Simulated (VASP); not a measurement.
# SnO (Cmc2_1) in VASP: single point with PBEsol

Aim: the single point of SnO with PBEsol.

Everything below comes from runs of VASP 6.6.1. Logs are shortened: lines on timing, memory, paths and dates and some standing lists are left out, and cuts for length are marked.

**1. The cell of the first run**

The structure is orthorhombic, space group Cmc2_1 (No. 36). The conventional cell has a = 3.316 Å, b = 22.820 Å, c = 3.894 Å, α = 90.00°, β = 90.00°, γ = 90.00°. Within 2.8 Å of Sn (site symmetry m) lie 3 O at 2.13 to 2.14 Å. Sn (site symmetry m) has 3 O at 2.13 to 2.14 Å within 2.8 Å. Within 2.9 Å of O (site symmetry m) lie 3 Sn at 2.13 to 2.14 Å and 4 O at 2.87 Å. O (site symmetry m) has 3 Sn at 2.13 to 2.14 Å and 4 O at 2.87 Å within 2.9 Å.

**2. Single point, PBEsol**

File INCAR:

```
PREC = Accurate
ENCUT = 520
EDIFF = 1E-7
ISMEAR = 0
SIGMA = 0.05
LREAL = F
LASPH = T
NELM = 80
ALGO = Normal
ISIF = 2
LWAVE = F
LCHARG = F
GGA = PS
ISYM = 0
NBANDS = 50
```

File KPOINTS:

```
regular mesh
0
Gamma
  7 8 3
```

File POSCAR:

```
SnO
1.0
    0.0000000000      0.0000000000     -3.8941645687
   -3.3156086772      0.0000000000      0.0000000000
   -1.6578043386     11.4100010796      0.0000000000
Sn O
4 4
Direct
    0.4738257379     -0.4334470304      0.8668940608
    0.4738257379     -0.1834470304      0.3668940608
    0.9738257379      0.4334470304      0.1331059392
    0.9738257379      0.1834470304      0.6331059392
    0.2761732621     -0.0963391574      0.1926783149
    0.2761732621     -0.3463391574      0.6926783149
    0.7761732621      0.0963391574      0.8073216851
    0.7761732621      0.3463391574      0.3073216851
```

Potentials or basis: VASP PAW PBE potentials, release 64 (Sn_d, O).

Run with:

```console
$ cat potpaw_PBE.64/Sn_d/POTCAR potpaw_PBE.64/O/POTCAR > POTCAR
$ mpirun -np 1 vasp_std > vasp.out
```

OUTCAR:

```text
PREC = Accurate
   ENCUT = 520
   EDIFF = 1E-7
   ISMEAR = 0
   LREAL = F
   LASPH = T
   NELM = 80
   ISIF = 2
   GGA = PS
   ISYM = 0

 ion  position               nearest neighbor table
   1  0.474  0.567  0.867-   6 2.13   7 2.14   7 2.14   3 3.61   3 3.61   4 3.70   4 3.70   4 3.70
                             4 3.70
   2  0.474  0.817  0.367-   5 2.13   8 2.14   8 2.14   3 3.70   3 3.70   3 3.70   3 3.70
   3  0.974  0.433  0.133-   8 2.13   5 2.14   5 2.14   1 3.61   1 3.61   2 3.70   2 3.70   2 3.70
                             2 3.70
   4  0.974  0.183  0.633-   7 2.13   6 2.14   6 2.14   1 3.70   1 3.70   1 3.70   1 3.70
   5  0.276  0.904  0.193-   2 2.13   3 2.14   3 2.14
   6  0.276  0.654  0.693-   1 2.13   4 2.14   4 2.14
   7  0.776  0.096  0.807-   4 2.13   1 2.14   1 2.14
   8  0.776  0.346  0.307-   3 2.13   2 2.14   2 2.14

IMPORTANT INFORMATION: All symmetrisations will be switched off!
NOSYMM: (Re-)initialisation of all symmetry stuff for point group C_1.

----------------------------------------------------------------------------------------

                                     Primitive cell

  volume of cell :     147.3205

  direct lattice vectors                    reciprocal lattice vectors
     0.000000000  0.000000000 -3.894164569     0.000000000  0.000000000 -0.256794489
    -3.315608677  0.000000000  0.000000000    -0.301603747 -0.043821205  0.000000000
    -1.657804339 11.410001080  0.000000000     0.000000000  0.087642411  0.000000000

  length of vectors
     3.894164569  3.315608677 11.529806584     0.256794489  0.304770599  0.087642411

  position of ions in fractional coordinates (direct lattice)
     0.473825738  0.566552970  0.866894061
     0.473825738  0.816552970  0.366894061
     0.973825738  0.433447030  0.133105939
     0.973825738  0.183447030  0.633105939
     0.276173262  0.903660843  0.192678315
     0.276173262  0.653660843  0.692678315
     0.776173262  0.096339157  0.807321685
     0.776173262  0.346339157  0.307321685

  ion indices of the primitive-cell ions
   primitive index   ion index
                 1           1
                 2           2
                 3           3
                 4           4
                 5           5
                 6           6
                 7           7
                 8           8

----------------------------------------------------------------------------------------

 KPOINTS: regular mesh

Automatic generation of k-mesh.
 Grid dimensions read from file:
 generate k-points for:    7    8    3

 Generating k-lattice:

  Cartesian coordinates                     Fractional coordinates (reciprocal lattice)
     0.000000000  0.000000000 -0.036684927     0.142857143  0.000000000  0.000000000
    -0.037700468 -0.005477651  0.000000000     0.000000000  0.125000000  0.000000000
     0.000000000  0.029214137  0.000000000     0.000000000  0.000000000  0.333333333

  Length of vectors
     0.036684927  0.038096325  0.029214137

  Shift w.r.t. Gamma in fractional coordinates (k-lattice)
     0.000000000  0.000000000  0.000000000

 -----------------------------------------------------------------------------
|                                                                             |
|           W    W    AA    RRRRR   N    N  II  N    N   GGGG   !!!           |
|           W    W   A  A   R    R  NN   N  II  NN   N  G    G  !!!           |
|           W    W  A    A  R    R  N N  N  II  N N  N  G       !!!           |
|           W WW W  AAAAAA  RRRRR   N  N N  II  N  N N  G  GGG   !            |
|           WW  WW  A    A  R   R   N   NN  II  N   NN  G    G                |
|           W    W  A    A  R    R  N    N  II  N    N   GGGG   !!!           |
|                                                                             |
|     Your reciprocal lattice and k-lattice belong to different lattice       |
|     classes:                                                                |
|                                                                             |
|        The reciprocal lattice is base centered orthorhombic,                |
|        whereas your k-lattice is simple monoclinic.                         |
|                                                                             |
|     Results are often still useful ...                                      |
|                                                                             |
 -----------------------------------------------------------------------------

 WARNING: IBZKPT: internal override: KBLOWUP is changed to .FALSE.
      ... skipping the blow-up phase ...

 Subroutine IBZKPT returns following result:
 ===========================================

 Found     85 irreducible k-points:

 Following reciprocal coordinates:
            Coordinates               Weight
  0.000000  0.000000  0.000000      1.000000
  0.142857  0.000000  0.000000      2.000000
  0.285714  0.000000  0.000000      2.000000
  0.428571  0.000000  0.000000      2.000000
  0.000000  0.125000  0.000000      2.000000
  0.142857  0.125000  0.000000      2.000000
[... 16 lines left out ...]
 -0.428571  0.375000  0.000000      2.000000
 -0.285714  0.375000  0.000000      2.000000
 [... further k-points ...]
   k-points           NKPTS =     85   k-points in BZ     NKDIM =     85   number of bands    NBANDS=     50
   number of dos      NEDOS =    301   number of ions     NIONS =      8
   total plane-waves  NPLWV =  75600
   dimension x,y,z NGX =    30 NGY =   28 NGZ =   90
   dimension x,y,z NGXF=    60 NGYF=   56 NGZF=  180
   ions per type =               4   4
   NGX,Y,Z   is equivalent  to a cutoff of  12.81, 14.04, 12.98 a.u.
   NGXF,Y,Z  is equivalent  to a cutoff of  25.61, 28.08, 25.95 a.u.
 SYSTEM =  unknown system
   PREC   = accura    normal or accurate (medium, high low for compatibility)
   ISTART =      0    job   : 0-new  1-cont  2-samecut
   ICHARG =      2    charge: 1-file 2-atom 10-const
   ISPIN  =      1    spin polarized calculation?
   LNONCOLLINEAR =      F non collinear calculations
   LSORBIT =      F    spin-orbit coupling
   LASPH  =      T    aspherical Exc in radial PAW
   ENCUT  =  520.0 eV  38.22 Ry    6.18 a.u.   7.24  6.16 21.44*2*pi/ulx,y,z
   NELM   =     80;   NELMIN=  2; NELMDL= -5     # of ELM steps
   EDIFF  = 0.1E-06   stopping-criterion for ELM
   LREAL  =      F    real-space projection
   EDIFFG = 0.1E-05   stopping-criterion for IOM
   NSW    =      0    number of steps for IOM
   IBRION =     -1    ionic relax: 0-MD 1-quasi-New 2-CG
   NFREE  =      0    steps in history (QN), initial steepest desc. (CG)
   ISIF   =      2    stress and relaxation
   ISYM   =      0    0-nonsym 1-usesym 2-fastsym
   POTIM  = 0.5000    time-step for ionic-motion
   TEBEG  =    0.0;   TEEND  =   0.0 temperature during run
   PSTRESS=    0.0 pullay stress
   NELECT =      80.0000    total number of electrons
   NUPDOWN=      -1.0000    fix difference up-down
   EMIN   =  10.00;   EMAX   =-10.00  energy-range for DOS
   EFERMI =   0.00;   METHOD = LEGACY
   ISMEAR =     0;   SIGMA  =   0.05  broadening in eV -4-tet -1-fermi 0-gaus
   EFERMI_NEDOS =   21; number of points for ismear=-14 and -15
   IALGO  =     38    algorithm
   IMIX   =      4    mixing-type and parameters
     AMIX     =   0.40;   BMIX     =  1.00
     AMIX_MAG =   1.60;   BMIX_MAG =  1.00
  volume/ion in A,a.u.               =      18.42       124.27
  Fermi-wavevector in a.u.,A,eV,Ry     =   1.335623  2.523961 24.271264  1.783888
  Thomas-Fermi vector in A             =   2.464312
   LORBIT       =      0    0 simple, 1 ext, 2 COOP (PROOUT), +10 PAW based schemes
   GGA     = PS    functional components
   LHFCALC =     F    Hartree Fock is set to
   AEXX    =    0.0000 exact exchange contribution
   IVDW    =     0    specifies the selected vdW correction
   LEPSILON=     F    determine dielectric tensor
   LRPA    =     F    only Hartree local field effects (RPA)
 non-spin polarized calculation
 Gauss-broadening in eV      SIGMA  =   0.05
  energy-cutoff  :      520.00
  volume of cell :      147.32
 maximum number of plane-waves:      3992
 NGX is ok and might be reduce to    30
   NGX = 15   NGY = 13   NGZ = 43

 number of electron      80.0000012 magnetization

 Free energy of the ion-electron system (eV)
  ---------------------------------------------------
  ext. energy  EPLUGINS =         0.00000000
  ---------------------------------------------------
  free energy    TOTEN  =       -47.59931614 eV

  energy without entropy =      -47.59931614  energy(sigma->0) =      -47.59931614

 E-fermi :   6.2810     XC(G=0): -10.2260

 val. band max:        6.0573489360   @ k =   0.0000   0.5000   0.3333
 cond. band min:       6.7329122748   @ k =   0.0000   0.5000   0.3333
 fundamental gap:      0.6755633388
 Fermi energy:         6.2809916287

 k-point     1 :       0.0000    0.0000    0.0000
  band No.  band energies     occupation
      1     -15.5600      2.00000
      2     -15.5543      2.00000
      3     -15.1986      2.00000
      4     -15.1969      2.00000
      5     -15.1113      2.00000
      6     -15.1018      2.00000
[... 42 lines left out ...]
     49      12.9586      0.00000
     50      12.9825      0.00000

 k-point     2 :       0.1429    0.0000    0.0000
  band No.  band energies     occupation
      1     -15.5484      2.00000
      2     -15.5435      2.00000
      3     -15.2216      2.00000
      4     -15.2204      2.00000
      5     -15.1034      2.00000
      6     -15.0954      2.00000
[... 42 lines left out ...]
     49      12.9801      0.00000
     50      13.0025      0.00000

 k-point     3 :       0.2857    0.0000    0.0000
  band No.  band energies     occupation
      1     -15.5135      2.00000
      2     -15.5107      2.00000
      3     -15.2899      2.00000
      4     -15.2891      2.00000
      5     -15.0852      2.00000
      6     -15.0819      2.00000
[... 42 lines left out ...]
     49      13.0882      0.00000
     50      13.1070      0.00000

 k-point     4 :       0.4286    0.0000    0.0000
  band No.  band energies     occupation
      1     -15.4551      2.00000
      2     -15.4550      2.00000
      3     -15.3777      2.00000
      4     -15.3762      2.00000
      5     -15.0704      2.00000
      6     -15.0678      2.00000
[... 999 lines left out ...]
 k-point    23 :      -0.4286    0.3750    0.0000
  band No.  band energies     occupation
      1     -15.5493      2.00000
      2     -15.5443      2.00000
      3     -15.5256      2.00000
      4     -15.5204      2.00000
      5     -15.0823      2.00000
      6     -15.0797      2.00000
[... 42 lines left out ...]
     49      12.0964      0.00000
     50      12.1728      0.00000

 k-point    24 :      -0.2857    0.3750    0.0000
  band No.  band energies     occupation
      1     -15.5532      2.00000
      2     -15.5500      2.00000
      3     -15.4880      2.00000
      4     -15.4846      2.00000
      5     -15.0769      2.00000
      6     -15.0717      2.00000
[... 42 lines left out ...]
     49      12.0491      0.00000
     50      12.4647      0.00000

 [... further k-points ...]

------------------------ aborting loop because EDIFF is reached ----------------------------------------

  FORCE on cell =-STRESS in cart. coord.  units (eV):
  Direction    XX          YY          ZZ          XY          YZ          ZX
  --------------------------------------------------------------------------------------
  -------------------------------------------------------------------------------------
  Total        0.3542477      0.7646462      0.7465342      0.0001365     -0.0000004      0.0000022
  in kB        3.8526043      8.3158737      8.1188971      0.0014847     -0.0000045      0.0000234
  external PRESSURE =       6.7624583 kB  Pullay stress =       0.0000000 kB

 VOLUME and BASIS-vectors are now :
 -----------------------------------------------------------------------------
  energy-cutoff  :      520.00
  volume of cell :      147.32
      direct lattice vectors                 reciprocal lattice vectors
     0.000000000  0.000000000 -3.894164569     0.000000000  0.000000000 -0.256794489
    -3.315608677  0.000000000  0.000000000    -0.301603747 -0.043821205  0.000000000
    -1.657804339 11.410001080  0.000000000     0.000000000  0.087642411  0.000000000

 POSITION                                       TOTAL-FORCE (eV/Angst)
 -----------------------------------------------------------------------------------
     -3.31561      9.89126     -1.84516        -0.000071     -0.056671      0.053180
     -3.31561      4.18626     -1.84516        -0.000073      0.109202      0.001892
     -1.65780      1.51874     -3.79224         0.000071      0.056662      0.053183
     -1.65780      7.22374     -3.79224         0.000072     -0.109184      0.001897
     -3.31561      2.19846     -1.07546        -0.000131     -0.169076     -0.056777
     -3.31561      7.90346     -1.07546        -0.000128     -0.074007      0.001696
     -1.65780      9.21154     -3.02255         0.000131      0.169081     -0.056783
     -1.65780      3.50654     -3.02255         0.000130      0.073992      0.001712
 -----------------------------------------------------------------------------------
    total drift:                               -0.000002      0.000010     -0.001368

  FREE ENERGIE OF THE ION-ELECTRON SYSTEM (eV)
  ---------------------------------------------------
  free  energy   TOTEN  =       -47.5993161352 eV

  energy  without entropy=      -47.5993161352  energy(sigma->0) =      -47.59931614
```

Run time: 23 min. Hardware: 1 thread of Intel Xeon 8259CL, shared host; peak memory 0.57 GiB.

What came out:

| Item | Value |
| --- | --- |
| Free energy | -47.5993 eV |
| Pressure | 0.7 GPa |
| Largest force | 0.178 eV/Å |
| Band gap on the k mesh | 0.68 eV |

Forces on the atoms (eV/Å):
```
Sn   0.000 -0.057  0.053
Sn   0.000  0.109  0.002
Sn   0.000  0.057  0.053
Sn   0.000 -0.109  0.002
O    0.000 -0.169 -0.057
O    0.000 -0.074  0.002
O    0.000  0.169 -0.057
O    0.000  0.074  0.002
```

Levels at points of the mesh, in eV from the valence-band top:
```csv
k point,band 37,band 38,band 39,band 40,band 41,band 42,band 43,band 44
"(0.00, 0.00, 0.00)",-2.66,-2.28,-2.06,-0.35,2.76,2.82,2.88,3.97
"(0.00, 0.50, 0.00)",-2.64,-1.60,-1.59,0.00,0.68,1.76,1.84,2.29
```

Caveat: the PAW data sets were made with another functional, which shifts forces and pressure a little; spin-orbit coupling is left out, which moves the levels of the heavy elements; an odd mesh through Γ misses points on the zone boundary, where band edges can lie.
